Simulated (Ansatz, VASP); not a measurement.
# Au: VASP beside Ansatz

```
Au
1.0
     2.95342    0.00000    0.00000
    -1.47671    2.55774    0.00000
     0.00000    0.00000    4.95116
Au
2
Cartesian
  -0.2136 1.7052 3.7134
  1.6903 0.8526 1.2378
```

Change from the starting cell: mode 4 frozen in at -0.211 Å, equal normal strain along x, y and z +0.0125.

Alike in both runs: task single point; functional PBE; k mesh 18 × 18 × 10; occupations gaussian, width 0.15 eV; no spin polarisation.

|  | VASP | Ansatz |
| --- | --- | --- |
| version | VASP 6.6.1 | Ansatz 0.2.0 |
| potentials or method | VASP PAW PBE potentials, release 64 (Au), cutoff 500 eV | scalar-relativistic, plane waves, PAW |
| valence electrons in the cell | 22 | 38 |

```tsv
	VASP	Ansatz	Ansatz less VASP
gap on the k mesh at the Fermi level (eV)	none	none	-
pressure (GPa)	-3.7	-3.5	+0.19
traceless stress, the component that is largest in VASP (GPa)	1.99	2.01	+0.023
rms of the force components (eV/Å)	0.135	0.136	+0.0005
```

Atom by atom the forces differ by 0.001 eV/Å (rms over components). A gap of «none» marks a metal or a gap that the smearing closes. The functional is the same, so the differences come from potentials, cutoffs and numerics. VASP's potentials hold 22 valence electrons a cell and Ansatz's 38, so a difference there can come from the potentials and not from the codes.

Neither program's run includes spin-orbit coupling.
